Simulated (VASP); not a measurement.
Runs of VASP 6.6.1 on Cr. The structure is orthorhombic, space group Cmcm (No. 63). The conventional cell has a = 2.294 Å, b = 4.934 Å, c = 4.064 Å, α = 90.00°, β = 90.00°, γ = 90.00°. Within 3.0 Å of Cr (site symmetry m2m) lie 12 Cr at 2.29 to 2.72 Å. 

```csv
level,spin,fixed moment (μB),k mesh,pressure (GPa),moment (μB),largest force (eV/Å)
PBEsol,"collinear, ferromagnetic start",4.5,11 × 11 × 6,29.5,4.50,0.47
PBE,"collinear, ferromagnetic start",12.0,11 × 11 × 6,213.9,12.00,1.09
PBEsol,"collinear, ferromagnetic start",1.5,11 × 11 × 6,1.0,1.50,0.26
PBEsol,"collinear, zero start",0.0,11 × 11 × 6,(b),0.00,0.17
PBE,"collinear, ferromagnetic start",7.5,11 × 11 × 6,93.1,7.50,0.69
PBEsol,off,-,13 × 13 × 7,-2.2,-,0.18
PBEsol,"collinear, ferromagnetic start",6.0,11 × 11 × 6,54.0,6.00,0.67
PBE,"collinear, ferromagnetic start",9.0,11 × 11 × 6,(a),9.00,0.72
```

Alike in all rows: task single point; potentials or basis VASP PAW PBE potentials, release 64 (Cr_pv); cell as given; cutoff (eV) 520; smearing fermi-dirac 0.05 eV.

Fill in the values left out.

(a) 128.1; (b) -2.4.

Caveats: the total moment is fixed, so each spin has its own Fermi level (at least some runs); the cell stands under pressure (at least some runs); the PAW data sets were made with another functional, which shifts forces and pressure a little (at least some runs); forces of over 1 eV/Å act on the atoms, so gaps and moduli don't describe the material at rest (at least some runs).
